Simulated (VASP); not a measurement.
I, 3 atoms in the cell. It takes space group R-3m (No. 166, trigonal). The conventional cell has a = 4.210 Å, b = 4.210 Å, c = 30.522 Å, α = 90.00°, β = 90.00°, γ = 120.00°. I (site symmetry -3m) has 12 I at 4.17 to 4.21 Å within 5.5 Å. I (site symmetry 3m) has 12 I at 4.17 to 4.21 Å within 5.5 Å. 

* Program: VASP 6.6.1
* Task: single point
* Functional: PBEsol
* Potentials or basis: VASP PAW PBE potentials, release 64 (I)
* Cutoff: 520 eV
* k mesh: 6 × 6 × 6
* Occupations: gaussian, width 0.1 eV
* Spin: no spin polarisation
* Dipole correction: no
* Further INCAR settings: ALGO = Normal; EDIFF = 1e-06; NBANDS = 18

Potentials or basis: VASP PAW PBE potentials, release 64 (I).

Launch:

```bash
$ cat potpaw_PBE.64/I/POTCAR > POTCAR
$ mpirun -np 1 vasp_std > vasp.out
```

Hardware: 1 thread of Intel(R) Xeon(R) Platinum 8375C CPU @ 2.90GHz (Ice Lake), with other jobs on the host.

Estimate the wall time of this run.

It took 5.8 min on 1 thread of Intel(R) Xeon(R) Platinum 8375C CPU @ 2.90GHz (Ice Lake), on a shared host, peak memory 0.88 GiB. Counts: scf iterations 13, k points 32.
